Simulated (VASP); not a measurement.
Set up this calculation in VASP 6.6.1, as the native input.

* Task: single point
* Functional: PBE
* Potentials or basis: VASP PAW PBE potentials, release 64 (Be)
* Cutoff: 520 eV
* k mesh: 6 × 6 × 6
* Occupations: gaussian, width 0.1 eV
* Spin: no spin polarisation
* Dipole correction: no
* Further INCAR settings: ALGO = Normal; EDIFF = 1e-06; NBANDS = 15

The structure of Be lies in POSCAR:

```
Be
1.0
    0.0000000000      3.0195211000      3.0195211000
    3.0195211000      0.0000000000      3.0195211000
    3.0195211000      3.0195211000      0.0000000000
Be
6
Direct
    0.2500000000      0.2500000000      0.2500000000
    0.5000000000      0.5000000000      0.5000000000
    0.8678885100      0.8678885100      0.8678885100
    0.8678885100      0.8678885100      0.3963344800
    0.8678885100      0.3963344800      0.8678885100
    0.3963344800      0.8678885100      0.8678885100
```

The cell was generated, and may not be a known phase.

One way to write it, as run:

INCAR

```
SYSTEM = Be
  PREC = Accurate
  ENCUT = 520
  EDIFF = 1E-6
  ISMEAR = 0
  SIGMA = 0.1
  LREAL = .False.
  LASPH = .True.
  NELM = 80
  ALGO = Normal
  ISIF = 2
  LWAVE = .False.
  LCHARG = .True.
  GGA = PE
  LELF = .True.
  LVHAR = .True.
  NBANDS = 15
```

KPOINTS

```
regular mesh
0
Gamma
  6 6 6
  0 0 0
```

Potentials or basis: VASP PAW PBE potentials, release 64 (Be).

Launch:

```bash
$ cat potpaw_PBE.64/Be/POTCAR > POTCAR
$ mpirun -np 1 vasp_std > vasp.out
```

Results of the run:

```yaml
Pressure: -10.0 GPa
Largest_force: 1.868 eV/Å
Band_gap_on_the_k_mesh: zero (bands 6 and 7 overlap by 1.34 eV)
```

Caveat: the cell stands under tension; forces of over 1 eV/Å act on the atoms, so gaps and moduli don't describe the material at rest.

It took 12 s on 1 thread of Oxide Virtual Turin-like Processor, on a shared host, peak memory 0.13 GiB.
